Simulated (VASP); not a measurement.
Wanted: the native input for a VASP 6.6.1 run.

```
Task                   : relaxation of shape and atoms at fixed volume
Functional             : PBE
Potentials or basis    : VASP PAW PBE potentials, release 64 (Lu)
Cutoff                 : 600 eV
k mesh                 : 13 × 13 × 12
Occupations            : fermi-dirac, width 0.08 eV
Spin                   : no spin polarisation
Dipole correction      : no
Further INCAR settings : ALGO = Normal; EDIFF = 1e-06; IBRION = 2; EDIFFG = -0.005; NSW = 50; ISIF = 4
```

The structure of Lu lies in POSCAR:

```
Lu
1.0
    3.2521977538      0.0000000000      0.0000000000
   -1.6260988769      2.8164858729      0.0000000000
    0.0000000000      0.0000000000      3.2161145414
Lu
1
Direct
    0.0000000000      0.0000000000      0.0000000000
```

This isn't the form of Lu at room conditions, which is hcp.

One way to write it, as run:

INCAR

```
SYSTEM = Lu
ALGO = Normal ; EDIFF = 1E-6
EDIFFG = -0.005 ; ENCUT = 600
GGA = PE ; IBRION = 2
ISIF = 4 ; ISMEAR = -1
LASPH = .True. ; LCHARG = .False.
LREAL = .False. ; LWAVE = .False.
NELM = 60 ; NSW = 50
PREC = Accurate ; SIGMA = 0.08
```

KPOINTS

```
k-points
0
Gamma
  13 13 12
  0 0 0
```

Potentials or basis: VASP PAW PBE potentials, release 64 (Lu).

Run with:

```sh
$ cat potpaw_PBE.64/Lu/POTCAR > POTCAR
$ mpirun -np 1 vasp_std > vasp.out
```

Results of the run:

```
Energy gained by relaxing : 0.4 meV/atom
Ionic steps               : 12
Pressure after relaxing   : 2.1 GPa
Band gap on the k mesh    : zero (an odd number of electrons rules out a gap without spin polarisation)
```

Caveat: spin-orbit coupling is left out, which moves the levels of the heavy elements.

Run time: 7 min on 1 thread of Intel(R) Xeon(R) Platinum 8259CL CPU @ 2.50GHz (Skylake/Cascade Lake), on a shared host, peak memory 0.25 GiB.
